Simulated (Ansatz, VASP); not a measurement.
**ZnS in VASP and in Ansatz**

```
CELL_PARAMETERS angstrom
1.82748 1.05510 9.35413
-1.82748 1.05510 9.35413
0.00000 -2.11020 9.35413
ATOMIC_POSITIONS crystal
Zn 0.99998 0.99998 0.99998
Zn 0.22228 0.22228 0.22228
Zn 0.44458 0.44458 0.44458
S 0.08326 0.08326 0.08326
S 0.52783 0.52783 0.52783
S 0.30539 0.30539 0.30539
```

Change from the starting cell: strain -0.0400 x Voigt [1, 1, 0, 0, 0, 0], atoms carried along.

Alike in both runs: task single point; functional r2SCAN; k mesh 6 × 6 × 6; occupations gaussian, width 0.05 eV; no spin polarisation.

```csv
,VASP,Ansatz
version,VASP 6.6.1,Ansatz 0.2.0
potentials or method,"VASP PAW PBE potentials, release 64 (Zn, S), cutoff 520 eV","scalar-relativistic, plane waves, PAW"
valence electrons in the cell,54,54
```

VASP gave:

| Item | Value |
| --- | --- |
| gap on the k mesh at the Fermi level (eV) | 3.02 |
| least direct gap on the mesh (eV) | 3.02 |
| pressure (GPa) | 8.0 |
| traceless stress, the component that is largest in VASP (GPa) | -5.05 |
| rms of the force components (eV/Å) | 0.221 |

Estimate Ansatz's values.

gap on the k mesh at the Fermi level (eV): 3.00; least direct gap on the mesh (eV): 3.00; pressure (GPa): 7.9; traceless stress, the component that is largest in VASP (GPa): -5.01; rms of the force components (eV/Å): 0.222.

VASP's potentials were made for PBE, not for r2SCAN. Atom by atom the forces differ by 0.001 eV/Å (rms over components). With one functional, cell and mesh, what is left measures potentials, basis and numerics.
